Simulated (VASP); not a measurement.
A run of VASP 6.6.1 is set up as follows.

Contents of INCAR:

```
SYSTEM = LiCl
PREC = Accurate
ENCUT = 750
EDIFF = 1E-6
ISMEAR = -1
SIGMA = 0.05
LREAL = .False.
LASPH = .True.
NELM = 120
ALGO = Normal
ISIF = 2
LWAVE = .False.
LCHARG = .False.
GGA = PS
NBANDS = 12
GGA_COMPAT = .False.
```

KPOINTS

```
regular mesh
0
Gamma
  9 9 9
  0 0 0
```

Contents of POSCAR:

```
LiCl
1.0
    0.0000000000      2.5314064927      2.5314064927
    2.5314064927      0.0000000000      2.5314064927
    2.5314064927      2.5314064927      0.0000000000
Cl Li
1 1
Direct
    0.5000000000      0.5000000000      0.5000000000
    0.0000000000      0.0000000000      0.0000000000
```

Potentials or basis: VASP PAW PBE potentials, release 64 (Cl, Li_sv).

Run with:

```bash
$ cat potpaw_PBE.64/Cl/POTCAR potpaw_PBE.64/Li_sv/POTCAR > POTCAR
$ mpirun -np 1 vasp_std > vasp.out
```

(1) What does it give for the band gap on the k mesh?

(2) What does it give for the pressure?

Results:

(1) 6.36 eV.

(2) 0.0 GPa.

Caveat: the PAW data sets were made with another functional, which shifts forces and pressure a little; an odd mesh through Γ misses points on the zone boundary, where band edges can lie.
